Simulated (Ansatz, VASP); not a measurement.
## MgB2: VASP beside Ansatz

```
Mg B
1.0
     3.05415    0.00000    0.00000
    -1.52707    2.64497    0.00000
     0.00000    0.00000    3.52300
Mg B
1 2
Cartesian
  0.0000 0.0000 0.0000
  1.5271 0.8817 1.7615
  0.0000 1.7633 1.7615
```

Alike in both runs: task single point; functional PBEsol; k mesh 8 × 8 × 6; occupations fermi-dirac, width 0.05 eV; no spin polarisation.

```csv
,VASP,Ansatz
version,VASP 6.6.1,Ansatz 0.2.0
potentials or method,"VASP PAW PBE potentials, release 64 (Mg, B)",Ansatz PAW
plane-wave cutoff (eV),600,420
valence electrons in the cell,8,16
```

VASP gave:

| Property | Result |
| --- | --- |
| gap on the k mesh at the Fermi level (eV) | none |
| pressure (GPa) | 0.4 |
| traceless stress, the component that is largest in VASP (GPa) | -3.00 |

Task: Which values does Ansatz return?

Result: gap on the k mesh at the Fermi level (eV): none; pressure (GPa): 0.4; traceless stress, the component that is largest in VASP (GPa): -2.86.

VASP's potentials were made for PBE, not for PBEsol. A gap of «none» marks a metal or a gap that the smearing closes. VASP's potentials hold 8 valence electrons a cell and Ansatz's 16, so a difference there can come from the potentials and not from the codes.
